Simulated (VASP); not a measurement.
# SnTe (R-3m) in VASP: notebook, part 2 of 2

VASP 6.6.1.

## (3) Electric field gradients, PBEsol (equal xy, yz and zx shear strains of +2 %)

Input file INCAR:

```
SYSTEM = SnTe
PREC = Accurate ; ENCUT = 520
EDIFF = 1E-8 ; ISMEAR = -1
SIGMA = 0.08 ; LREAL = .False.
LASPH = .True. ; NELM = 60
ALGO = Normal ; ISIF = 2
LWAVE = .False. ; LCHARG = .False.
GGA = PS ; LEFG = .True.
NBANDS = 17
```

Input file KPOINTS:

```
Automatic mesh
0
Gamma
  11 11 11
  0 0 0
```

Input file POSCAR:

```
SnTe
1.0
    0.0631300000      3.1880650000      3.1880650000
    3.1880650000      0.0631300000      3.1880650000
    3.1880650000      3.1880650000      0.0631300000
Sn Te
1 1
Direct
    0.0000000000      0.0000000000      0.0000000000
    0.5000000000      0.5000000000      0.5000000000
```

Potentials or basis: VASP PAW PBE potentials, release 64 (Sn_d, Te).

On the command line:

```
> cat potpaw_PBE.64/Sn_d/POTCAR potpaw_PBE.64/Te/POTCAR > POTCAR
> mpirun -np 1 vasp_std > vasp.out
```

OUTCAR:

```text
SYSTEM = SnTe
   PREC = Accurate
   ENCUT = 520
   EDIFF = 1E-8
   ISMEAR = -1
   LREAL = .False.
   LASPH = .True.
   NELM = 60
   ISIF = 2
   GGA = PS

 ion  position               nearest neighbor table
   1  0.000  0.000  0.000-   2 3.16   2 3.16   2 3.16   2 3.16   2 3.16   2 3.16
   2  0.500  0.500  0.500-   1 3.16   1 3.16   1 3.16   1 3.16   1 3.16   1 3.16

  LATTYP: Found a trigonal (rhomboedric) cell.
 ALAT       =     4.5090467158
 COS(alpha) =     0.5197000882

  Lattice vectors:

 A1 = (   0.0631300000,   3.1880650000,   3.1880650000)
 A2 = (   3.1880650000,   0.0631300000,   3.1880650000)
 A3 = (   3.1880650000,   3.1880650000,   0.0631300000)

Analysis of symmetry for initial positions (statically):
=====================================================================
 Subroutine PRICEL returns:
 Original cell was already a primitive cell.

 Routine SETGRP: Setting up the symmetry group for a
 trigonal (rhombohedral) supercell.

 Subroutine GETGRP returns: Found 12 space group operations
 (whereof 12 operations were pure point group operations)
 out of a pool of 12 trial point group operations.

The static configuration has the point symmetry D_3d.

Analysis of symmetry for dynamics (positions and initial velocities):
=====================================================================
 Subroutine PRICEL returns:
 Original cell was already a primitive cell.

 Routine SETGRP: Setting up the symmetry group for a
 trigonal (rhombohedral) supercell.

 Subroutine GETGRP returns: Found 12 space group operations
 (whereof 12 operations were pure point group operations)
 out of a pool of 12 trial point group operations.

The dynamic configuration has the point symmetry D_3d.

 Subroutine INISYM returns: Found 12 space group operations
[... 150 lines left out ...]
 Fermi energy:         6.7088650060

 k-point     1 :       0.0000    0.0000    0.0000
  band No.  band energies     occupation
      1     -15.0392      2.00000
      2     -15.0392      2.00000
      3     -15.0325      2.00000
      4     -15.0325      2.00000
      5     -15.0324      2.00000
      6      -6.0396      2.00000
[... 457 lines left out ...]
      4     -15.0291      2.00000
      5     -15.0273      2.00000
      6      -5.3402      2.00000
[... 9 lines left out ...]
     16      14.6331      0.00000
     17      14.8576      0.00000

 [... further k-points ...]
[... 5 lines left out ...]
  --------------------------------------------------------------------------------------
  -------------------------------------------------------------------------------------
  Total       -0.2097597     -0.2097597     -0.2097597     -0.1272228     -0.1272228     -0.1272228
  in kB       -5.3445926     -5.3445926     -5.3445926     -3.2415873     -3.2415873     -3.2415873
  external PRESSURE =      -5.3445926 kB  Pullay stress =       0.0000000 kB

 VOLUME and BASIS-vectors are now :
 -----------------------------------------------------------------------------
  energy-cutoff  :      520.00
  volume of cell :       62.88
      direct lattice vectors                 reciprocal lattice vectors
     0.063130000  3.188065000  3.188065000    -0.161571988  0.158434668  0.158434668
     3.188065000  0.063130000  3.188065000     0.158434668 -0.161571988  0.158434668
     3.188065000  3.188065000  0.063130000     0.158434668  0.158434668 -0.161571988

 POSITION                                       TOTAL-FORCE (eV/Angst)
 -----------------------------------------------------------------------------------
      0.00000      0.00000      0.00000         0.000000      0.000000     -0.000000
      3.21963      3.21963      3.21963        -0.000000     -0.000000      0.000000
 -----------------------------------------------------------------------------------
    total drift:                               -0.000000      0.000000      0.000000

  FREE ENERGIE OF THE ION-ELECTRON SYSTEM (eV)
  ---------------------------------------------------
  free  energy   TOTEN  =        -8.3351646971 eV

  energy  without entropy=       -8.3328156866  energy(sigma->0) =       -8.33399019

 Electric field gradients (V/A^2)
---------------------------------------------------------------------
 ion       V_xx      V_yy      V_zz      V_xy      V_xz      V_yz
---------------------------------------------------------------------
   1       0.000    -0.000    -0.000     0.964     0.964     0.964
   2      -0.000     0.000     0.000    11.363    11.363    11.363
---------------------------------------------------------------------

 Electric field gradients after diagonalization (V/A^2)
 (convention: |V_zz| > |V_xx| > |V_yy|)
----------------------------------------------------------------------
 ion       V_xx      V_yy      V_zz     asymmetry (V_yy - V_xx)/ V_zz
----------------------------------------------------------------------
   1      -0.964    -0.964     1.929       0.000
   2     -11.363   -11.363    22.726       0.000
----------------------------------------------------------------------

           NMR quadrupolar parameters

 Cq : quadrupolar parameter    Cq=e*Q*V_zz/h
 eta: asymmetry parameters     (V_yy - V_xx)/ V_zz
 Q  : nuclear electric quadrupole moment in mb (millibarn)
----------------------------------------------------------------------
 ion       Cq(MHz)       eta       Q (mb)
----------------------------------------------------------------------
   1       0.005       0.000       1.000
   2       0.055       0.000       1.000
----------------------------------------------------------------------
```

Run time: 6.2 min. Hardware: 1 thread of AMD EPYC 7R43 (Zen 3), shared host; peak memory 0.26 GiB.

What came out:

* Free energy: -8.3352 eV
* Pressure: -0.5 GPa
* Band gap on the k mesh: 0.19 eV (least direct gap 0.40 eV)
* Largest electric field gradient by atom: Sn +1.9; Te +22.7 V/Å²

Electric field gradients, principal values (V/Å²):
```csv
atom,least,middle,greatest (by size)
1 Sn,-0.964,-0.964,1.929
2 Te,-11.363,-11.363,22.726
```

Caveat: the cell differs from its parent crystal (equal xy, yz and zx shear strains of +2 %); without QUAD_EFG the Cq values of the log hold for a quadrupole moment of 1 mb, not for the nuclei; the PAW data sets were made with another functional, which shifts forces and pressure a little; spin-orbit coupling is left out, which moves the levels of the heavy elements; an odd mesh through Γ misses points on the zone boundary, where band edges can lie.
